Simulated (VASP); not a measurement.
# CdF2 (Fm-3m) in VASP: notebook

CdF2 is run at these levels: r2SCAN+D3(BJ), r2SCAN; tasks: single point.

Program: VASP 6.6.1. These are calculated values, not measurements. Logs are shortened: lines on timing, memory, paths and dates and some standing lists are left out, and cuts for length are marked.

## (1) The cell of the first run

It takes space group Fm-3m (No. 225, cubic). Conventional cell: a = 5.388 Å, b = 5.388 Å, c = 5.388 Å, α = 90.00°, β = 90.00°, γ = 90.00°. Cd (site symmetry m-3m) has 8 F at 2.33 Å within 3.1 Å. Within 3.1 Å of F (site symmetry -43m) lie 4 Cd at 2.33 Å and 6 F at 2.69 Å.

## (2) Single point, r2SCAN+D3(BJ)

Input file POSCAR:

```
CdF2
1.0
    0.0000000000      2.6940984906      2.6940984906
    2.6940984906      0.0000000000      2.6940984906
    2.6940984906      2.6940984906      0.0000000000
Cd F
1 2
Direct
    0.0000000000      0.0000000000      0.0000000000
    0.2500000000      0.2500000000      0.2500000000
    0.7500000000      0.7500000000      0.7500000000
```

Input file INCAR.step1:

```
ALGO = Normal
EDIFF = 1E-5
ENCUT = 770
GGA = PE
GGA_COMPAT = False
ISMEAR = 0
LASPH = True
LCHARG = False
LREAL = False
LWAVE = True
NBANDS = 24
NELM = 120
PREC = Accurate
SIGMA = 0.05
```

Input file INCAR.step2:

```
ALGO = Normal
EDIFF = 1E-6
ENCUT = 770
GGA_COMPAT = False
ISIF = 2
ISMEAR = 0
ISTART = 1
IVDW = 12
LASPH = True
LCHARG = False
LMIXTAU = True
LREAL = False
LWAVE = False
METAGGA = R2SCAN
NBANDS = 24
NELM = 120
PREC = Accurate
SIGMA = 0.05
VDW_A1 = 0.49484001
VDW_A2 = 5.73083694
VDW_S6 = 1.0
VDW_S8 = 0.78981345
```

Input file KPOINTS:

```
k-points
0
Gamma
  8 8 8
```

Potentials or basis: VASP PAW PBE potentials, release 64 (Cd_sv_GW, F).

Command:

```
$ cat potpaw_PBE.64/Cd_sv_GW/POTCAR potpaw_PBE.64/F/POTCAR > POTCAR
$ cp INCAR.step1 INCAR
$ mpirun -np 1 vasp_std > vasp.out
$ cp INCAR.step2 INCAR
$ mpirun -np 1 vasp_std > vasp.out
```

OUTCAR:

```text
EDIFF = 1E-6
   ENCUT = 770
   ISIF = 2
   ISMEAR = 0
   ISTART = 1
   IVDW = 12
   LASPH = True
   LREAL = False
   METAGGA = R2SCAN
   NELM = 120
   PREC = Accurate
 IVDW          = 12

 ion  position               nearest neighbor table
   1  0.000  0.000  0.000-
   2  0.250  0.250  0.250-
   3  0.750  0.750  0.750-

  LATTYP: Found a face centered cubic cell.
 ALAT       =     5.3881969812

  Lattice vectors:

 A1 = (   0.0000000000,   2.6940984906,   2.6940984906)
 A2 = (   2.6940984906,   0.0000000000,   2.6940984906)
 A3 = (   2.6940984906,   2.6940984906,   0.0000000000)

Analysis of symmetry for initial positions (statically):
=====================================================================
 Subroutine PRICEL returns:
 Original cell was already a primitive cell.

 Routine SETGRP: Setting up the symmetry group for a
 face centered cubic supercell.

 Subroutine GETGRP returns: Found 48 space group operations
 (whereof 48 operations were pure point group operations)
 out of a pool of 48 trial point group operations.

The static configuration has the point symmetry O_h .

Analysis of symmetry for dynamics (positions and initial velocities):
=====================================================================
 Subroutine PRICEL returns:
 Original cell was already a primitive cell.

 Routine SETGRP: Setting up the symmetry group for a
 face centered cubic supercell.

 Subroutine GETGRP returns: Found 48 space group operations
 (whereof 48 operations were pure point group operations)
 out of a pool of 48 trial point group operations.

The dynamic configuration has the point symmetry O_h .

 Subroutine INISYM returns: Found 48 space group operations
 (whereof 48 operations are pure point group operations),
 and found     1 'primitive' translations

----------------------------------------------------------------------------------------

                                     Primitive cell

  volume of cell :      39.1084

  direct lattice vectors                    reciprocal lattice vectors
     0.000000000  2.694098491  2.694098491    -0.185590839  0.185590839  0.185590839
     2.694098491  0.000000000  2.694098491     0.185590839 -0.185590839  0.185590839
     2.694098491  2.694098491  0.000000000     0.185590839  0.185590839 -0.185590839

  length of vectors
     3.810030624  3.810030624  3.810030624     0.321452763  0.321452763  0.321452763

  position of ions in fractional coordinates (direct lattice)
     0.000000000  0.000000000  0.000000000
     0.250000000  0.250000000  0.250000000
     0.750000000  0.750000000  0.750000000

  ion indices of the primitive-cell ions
   primitive index   ion index
                 1           1
                 2           2
                 3           3

----------------------------------------------------------------------------------------

 KPOINTS: k-points

Automatic generation of k-mesh.
 Grid dimensions read from file:
 generate k-points for:    8    8    8

 Generating k-lattice:

  Cartesian coordinates                     Fractional coordinates (reciprocal lattice)
    -0.023198855  0.023198855  0.023198855     0.125000000  0.000000000  0.000000000
     0.023198855 -0.023198855  0.023198855     0.000000000  0.125000000  0.000000000
     0.023198855  0.023198855 -0.023198855     0.000000000  0.000000000  0.125000000

  Length of vectors
     0.040181595  0.040181595  0.040181595

  Shift w.r.t. Gamma in fractional coordinates (k-lattice)
     0.000000000  0.000000000  0.000000000

 Subroutine IBZKPT returns following result:
 ===========================================

 Found     29 irreducible k-points:

 Following reciprocal coordinates:
            Coordinates               Weight
  0.000000  0.000000  0.000000      1.000000
  0.125000  0.000000  0.000000      8.000000
  0.250000  0.000000  0.000000      8.000000
  0.375000  0.000000  0.000000      8.000000
  0.500000  0.000000  0.000000      4.000000
  0.125000  0.125000  0.000000      6.000000
[... 16 lines left out ...]
  0.500000  0.250000  0.125000     48.000000
 -0.375000  0.250000  0.125000     24.000000
 [... further k-points ...]
   k-points           NKPTS =     29   k-points in BZ     NKDIM =     29   number of bands    NBANDS=     24
   number of dos      NEDOS =    301   number of ions     NIONS =      3
   total plane-waves  NPLWV =  46656
   dimension x,y,z NGX =    36 NGY =   36 NGZ =   36
   dimension x,y,z NGXF=    72 NGYF=   72 NGZF=   72
   ions per type =               1   2
   NGX,Y,Z   is equivalent  to a cutoff of  15.71, 15.71, 15.71 a.u.
   NGXF,Y,Z  is equivalent  to a cutoff of  31.42, 31.42, 31.42 a.u.
 SYSTEM =  unknown system
   PREC   = accura    normal or accurate (medium, high low for compatibility)
   ISTART =      1    job   : 0-new  1-cont  2-samecut
   ICHARG =      0    charge: 1-file 2-atom 10-const
   ISPIN  =      1    spin polarized calculation?
   LNONCOLLINEAR =      F non collinear calculations
   LSORBIT =      F    spin-orbit coupling
   LASPH  =      T    aspherical Exc in radial PAW
   ENCUT  =  770.0 eV  56.59 Ry    7.52 a.u.   8.62  8.62  8.62*2*pi/ulx,y,z
   NELM   =    120;   NELMIN=  2; NELMDL=  0     # of ELM steps
   EDIFF  = 0.1E-05   stopping-criterion for ELM
   LREAL  =      F    real-space projection
   EDIFFG = 0.1E-04   stopping-criterion for IOM
   NSW    =      0    number of steps for IOM
   IBRION =     -1    ionic relax: 0-MD 1-quasi-New 2-CG
   NFREE  =      0    steps in history (QN), initial steepest desc. (CG)
   ISIF   =      2    stress and relaxation
   ISYM   =      2    0-nonsym 1-usesym 2-fastsym
   POTIM  = 0.5000    time-step for ionic-motion
   TEBEG  =    0.0;   TEEND  =   0.0 temperature during run
   PSTRESS=    0.0 pullay stress
   NELECT =      34.0000    total number of electrons
   NUPDOWN=      -1.0000    fix difference up-down
   EMIN   =  10.00;   EMAX   =-10.00  energy-range for DOS
   EFERMI =   0.00;   METHOD = LEGACY
   ISMEAR =     0;   SIGMA  =   0.05  broadening in eV -4-tet -1-fermi 0-gaus
   EFERMI_NEDOS =   21; number of points for ismear=-14 and -15
   IALGO  =     38    algorithm
   IMIX   =      4    mixing-type and parameters
     AMIX     =   0.40;   BMIX     =  1.00
     AMIX_MAG =   1.60;   BMIX_MAG =  1.00
  volume/ion in A,a.u.               =      13.04        87.97
  Fermi-wavevector in a.u.,A,eV,Ry     =   1.562468  2.952636 33.215968  2.441305
  Thomas-Fermi vector in A             =   2.665382
   LORBIT       =      0    0 simple, 1 ext, 2 COOP (PROOUT), +10 PAW based schemes
   METAGGA = R2SCAN    functional components
   LHFCALC =     F    Hartree Fock is set to
   AEXX    =    0.0000 exact exchange contribution
   IVDW    =    12    specifies the selected vdW correction
   LEPSILON=     F    determine dielectric tensor
   LRPA    =     F    only Hartree local field effects (RPA)
 non-spin polarized calculation
 Gauss-broadening in eV      SIGMA  =   0.05
  energy-cutoff  :      770.00
  volume of cell :       39.11
 maximum number of plane-waves:      1924
 NGX is ok and might be reduce to    36
   NGX = 17   NGY = 17   NGZ = 17

 number of electron      33.9999995 magnetization

 Free energy of the ion-electron system (eV)
  ---------------------------------------------------
  ext. energy  EPLUGINS =         0.00000000
  ---------------------------------------------------
  free energy    TOTEN  =       -33.84554009 eV

  energy without entropy =      -33.84554009  energy(sigma->0) =      -33.84554009

 E-fermi :   0.3294     XC(G=0): -11.2064

 val. band max:        0.0719326850   @ k =  -0.2500   0.5000   0.2500
 cond. band min:       3.8603640192   @ k =   0.0000   0.0000   0.0000
 fundamental gap:      3.7884313342
 Fermi energy:         0.3294235687

 k-point     1 :       0.0000    0.0000    0.0000
  band No.  band energies     occupation
      1    -100.9098      2.00000
      2     -61.1084      2.00000
      3     -61.1084      2.00000
      4     -61.1084      2.00000
      5     -21.8502      2.00000
      6     -20.7911      2.00000
[... 16 lines left out ...]
     23      20.9730      0.00000
     24      20.9730      0.00000

 k-point     2 :       0.1250    0.0000    0.0000
  band No.  band energies     occupation
      1    -100.9097      2.00000
      2     -61.1087      2.00000
      3     -61.1084      2.00000
      4     -61.1084      2.00000
      5     -21.8027      2.00000
      6     -20.8333      2.00000
[... 16 lines left out ...]
     23      20.5362      0.00000
     24      20.5362      0.00000

 k-point     3 :       0.2500    0.0000    0.0000
  band No.  band energies     occupation
      1    -100.9097      2.00000
      2     -61.1096      2.00000
      3     -61.1086      2.00000
      4     -61.1086      2.00000
      5     -21.6736      2.00000
      6     -20.9479      2.00000
[... 16 lines left out ...]
     23      19.8095      0.00000
     24      20.3173      0.00000

 k-point     4 :       0.3750    0.0000    0.0000
  band No.  band energies     occupation
      1    -100.9097      2.00000
      2     -61.1105      2.00000
      3     -61.1087      2.00000
      4     -61.1087      2.00000
      5     -21.4960      2.00000
      6     -21.1086      2.00000
[... 16 lines left out ...]
     23      19.2705      0.00000
     24      19.8602      0.00000

 k-point     5 :       0.5000    0.0000    0.0000
  band No.  band energies     occupation
      1    -100.9096      2.00000
      2     -61.1108      2.00000
      3     -61.1088      2.00000
      4     -61.1088      2.00000
      5     -21.3324      2.00000
      6     -21.2644      2.00000
[... 16 lines left out ...]
     23      19.0645      0.00000
     24      19.4812      0.00000

 k-point     6 :       0.1250    0.1250    0.0000
  band No.  band energies     occupation
      1    -100.9097      2.00000
      2     -61.1087      2.00000
      3     -61.1085      2.00000
      4     -61.1085      2.00000
      5     -21.7881      2.00000
      6     -20.8455      2.00000
[... 16 lines left out ...]
     23      20.3868      0.00000
     24      21.0891      0.00000
[... 379 lines left out ...]
 k-point    21 :       0.5000    0.5000    0.0000
  band No.  band energies     occupation
      1    -100.9096      2.00000
      2     -61.1108      2.00000
      3     -61.1093      2.00000
      4     -61.1093      2.00000
      5     -21.4054      2.00000
      6     -21.1469      2.00000
[... 16 lines left out ...]
     23      20.6084      0.00000
     24      22.1177      0.00000

 k-point    22 :       0.3750    0.2500    0.1250
  band No.  band energies     occupation
      1    -100.9097      2.00000
      2     -61.1099      2.00000
      3     -61.1090      2.00000
      4     -61.1088      2.00000
      5     -21.5841      2.00000
      6     -21.0198      2.00000
[... 16 lines left out ...]
     23      20.4125      0.00000
     24      23.0335      0.00000

 k-point    23 :       0.5000    0.2500    0.1250
  band No.  band energies     occupation
      1    -100.9096      2.00000
      2     -61.1103      2.00000
      3     -61.1093      2.00000
      4     -61.1089      2.00000
      5     -21.4411      2.00000
      6     -21.1442      2.00000
[... 16 lines left out ...]
     23      19.8168      0.00000
     24      22.8994      0.00000

 k-point    24 :      -0.3750    0.2500    0.1250
  band No.  band energies     occupation
      1    -100.9096      2.00000
      2     -61.1105      2.00000
      3     -61.1094      2.00000
      4     -61.1090      2.00000
      5     -21.3056      2.00000
      6     -21.2715      2.00000
[... 16 lines left out ...]
     23      19.5737      0.00000
     24      23.1199      0.00000

 [... further k-points ...]

------------------------ aborting loop because EDIFF is reached ----------------------------------------

 Edisp (eV)   -0.23658

 E8    (eV) :    -0.0677

  FORCE on cell =-STRESS in cart. coord.  units (eV):
  Direction    XX          YY          ZZ          XY          YZ          ZX
  --------------------------------------------------------------------------------------
  -------------------------------------------------------------------------------------
  Total      -0.34041    -0.34041    -0.34041     0.00000     0.00000     0.00000
  in kB     -13.94565   -13.94565   -13.94565     0.00000     0.00000     0.00000
  external pressure =      -13.95 kB  Pullay stress =        0.00 kB

 VOLUME and BASIS-vectors are now :
 -----------------------------------------------------------------------------
  energy-cutoff  :      770.00
  volume of cell :       39.11
      direct lattice vectors                 reciprocal lattice vectors
     0.000000000  2.694098491  2.694098491    -0.185590839  0.185590839  0.185590839
     2.694098491  0.000000000  2.694098491     0.185590839 -0.185590839  0.185590839
     2.694098491  2.694098491  0.000000000     0.185590839  0.185590839 -0.185590839

 POSITION                                       TOTAL-FORCE (eV/Angst)
 -----------------------------------------------------------------------------------
      0.00000      0.00000      0.00000        -0.000000      0.000000     -0.000000
      1.34705      1.34705      1.34705         0.000000      0.000000      0.000000
      4.04115      4.04115      4.04115        -0.000000     -0.000000     -0.000000
 -----------------------------------------------------------------------------------
    total drift:                               -0.000000      0.000000      0.000000

  FREE ENERGIE OF THE ION-ELECTRON SYSTEM (eV)
  ---------------------------------------------------
  free  energy   TOTEN  =       -34.0821171699 eV

  energy  without entropy=      -34.0821171699  energy(sigma->0) =      -34.08211717
```

Wall time 3.2 min (1 thread of AMD EPYC 7R13 (Zen 3), shared host); peak memory 0.24 GiB.

What came out:

```
Free energy                : -34.0821 eV
Pressure                   : -1.4 GPa
Band gap on the k mesh     : 3.79 eV (least direct gap 4.31 eV)
Dispersion energy per atom : -0.079 eV
```

Caveat: the PAW data sets were made with another functional, which shifts forces and pressure a little. A k mesh can miss the band edges.

## (3) Single point, r2SCAN, collinear spin

POSCAR is that of step 2.

Input file INCAR.step1:

```
PREC = Accurate
ENCUT = 770
ISMEAR = 0
SIGMA = 0.05
LREAL = False
LASPH = True
NELM = 200
ISPIN = 2
MAGMOM = 1 1 1
NBANDS = 28
GGA = PE
ALGO = Normal
EDIFF = 1E-5
LWAVE = True
LCHARG = False
GGA_COMPAT = False
```

Input file INCAR.step2:

```
PREC = Accurate
ENCUT = 770
EDIFF = 1E-6
ISMEAR = 0
SIGMA = 0.05
LREAL = False
LASPH = True
NELM = 200
ALGO = Normal
ISIF = 2
LWAVE = False
LCHARG = False
ISPIN = 2
MAGMOM = 1 1 1
LORBIT = 11
METAGGA = R2SCAN
LMIXTAU = True
NBANDS = 28
ISTART = 1
GGA_COMPAT = False
```

Input file KPOINTS:

```
Automatic mesh
0
Gamma
  8 8 8
```

Potentials or basis: VASP PAW PBE potentials, release 64 (Cd_sv_GW, F).

Command:

```
$ cat potpaw_PBE.64/Cd_sv_GW/POTCAR potpaw_PBE.64/F/POTCAR > POTCAR
$ cp INCAR.step1 INCAR
$ mpirun -np 1 vasp_std > vasp.out
$ cp INCAR.step2 INCAR
$ mpirun -np 1 vasp_std > vasp.out
```

Run time: 4.6 min. Hardware: 1 thread of Intel Xeon Platinum 8488C (Sapphire Rapids), shared host; peak memory 0.32 GiB.

It converged, with:

* Free energy: -33.8455 eV
* Pressure: -0.4 GPa
* Band gap on the k mesh: 3.79 eV (least direct gap 4.31 eV)
* Net moment: 0.00 μB per cell
* Valence electrons inside the program's atomic spheres: Cd 17.56; F 6.12

Levels at points of the mesh, in eV from the valence-band top:
Spin up:
```tsv
k point	band 13	band 14	band 15	band 16	band 17	band 18	band 19	band 20	band 21	band 22
(0.00, 0.00, 0.00)	-0.99	-0.99	-0.52	-0.52	-0.52	3.79	13.61	13.61	13.61	17.95
(0.50, 0.00, 0.00)	-2.28	-1.85	-1.85	-0.41	-0.41	8.02	9.70	15.61	15.61	18.99
(0.50, 0.50, 0.00)	-2.96	-2.96	-0.52	-0.09	-0.09	8.91	10.58	12.21	15.30	15.30
```
Spin down:
| k point | band 14 | band 15 | band 16 | band 17 | band 18 | band 19 | band 20 | band 21 |
| --- | --- | --- | --- | --- | --- | --- | --- | --- |
| (0.00, 0.00, 0.00) | -0.99 | -0.52 | -0.52 | -0.52 | 3.79 | 13.61 | 13.61 | 13.61 |
| (0.50, 0.00, 0.00) | -1.85 | -1.85 | -0.41 | -0.41 | 8.02 | 9.70 | 15.61 | 15.61 |
| (0.50, 0.50, 0.00) | -2.96 | -0.52 | -0.09 | -0.09 | 8.91 | 10.58 | 12.21 | 15.30 |

Caveat: the PAW data sets were made with another functional, which shifts forces and pressure a little. r2SCAN opens gaps a little over a GGA but as a rule still falls short of measured ones.

(Continued in part 2 of 2.)
